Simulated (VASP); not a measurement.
Write the native input for VASP 6.6.1 that does the following.

```
Task                               : single point
Functional                         : B3LYP
Potentials or basis                : VASP PAW PBE potentials, release 64 (B)
Cutoff                             : 520 eV
k mesh                             : 6 × 6 × 8
Occupations                        : fermi-dirac, width 0.05 eV
Spin                               : no spin polarisation
Dipole correction                  : no
Grid for exact exchange (PRECFOCK) : Normal
Further INCAR settings             : ALGO = Normal; EDIFF = 1e-07; NBANDS = 8
```

The system is B.

```
B
1.0
     2.34611    0.00000    0.00000
     0.00000    2.34611    0.00000
     0.00000    0.00000    1.58579
B
1
Direct
  0.50000 0.50000 0.50000
```

One way to write it, as run:

POSCAR

```
B
1.0
    2.3461100000      0.0000000000      0.0000000000
    0.0000000000      2.3461100000      0.0000000000
    0.0000000000      0.0000000000      1.5857900000
B
1
Direct
    0.5000000000      0.5000000000      0.5000000000
```

INCAR.step1

```
PREC     = Accurate       # precision mode
ENCUT    = 520            # plane-wave cutoff, eV
EDIFF    = 1E-5           # SCF threshold, eV
ISMEAR   = -1             # smearing method
SIGMA    = 0.05           # smearing width, eV
LREAL    = F              # projectors in reciprocal space
LASPH    = T              # aspherical terms in the spheres
NELM     = 60             # most SCF steps
ALGO     = Normal         # electronic algorithm
ISIF     = 2              # what is computed and relaxed
LWAVE    = T              # write WAVECAR
LCHARG   = F              # write CHGCAR
GGA      = PE             # functional
NBANDS   = 8              # bands
```

INCAR.step2

```
PREC     = Accurate       # precision mode
ENCUT    = 520            # plane-wave cutoff, eV
EDIFF    = 1E-7           # SCF threshold, eV
ISMEAR   = -1             # smearing method
SIGMA    = 0.05           # smearing width, eV
LREAL    = F              # projectors in reciprocal space
LASPH    = T              # aspherical terms in the spheres
NELM     = 60             # most SCF steps
ALGO     = Normal         # electronic algorithm
ISIF     = 2              # what is computed and relaxed
LWAVE    = F              # write WAVECAR
LCHARG   = F              # write CHGCAR
GGA      = B3             # functional
LHFCALC  = T              # exact exchange
AEXX     = 0.2            # exact-exchange fraction
AGGAX    = 0.72         
AGGAC    = 0.81         
ALDAC    = 0.19         
PRECFOCK = Normal       
ISTART   = 1            
NBANDS   = 8              # bands
```

KPOINTS

```
regular mesh
0
Gamma
  6 6 8
```

Potentials or basis: VASP PAW PBE potentials, release 64 (B).

Command:

```sh
$ cat potpaw_PBE.64/B/POTCAR > POTCAR
$ cp INCAR.step1 INCAR
$ mpirun -np 1 vasp_std > vasp.out
$ cp INCAR.step2 INCAR
$ mpirun -np 1 vasp_std > vasp.out
```

Results of the run:

| Property | Result |
| --- | --- |
| Pressure | 0.8 GPa |

Caveat: the k points lie up to 0.50 Å⁻¹ apart; the PAW data sets were made with another functional, which shifts forces and pressure a little.

Run time: 58 s on 1 thread of Intel(R) Xeon(R) 6975P-C (Granite Rapids) (shared host), peak memory 0.11 GiB.
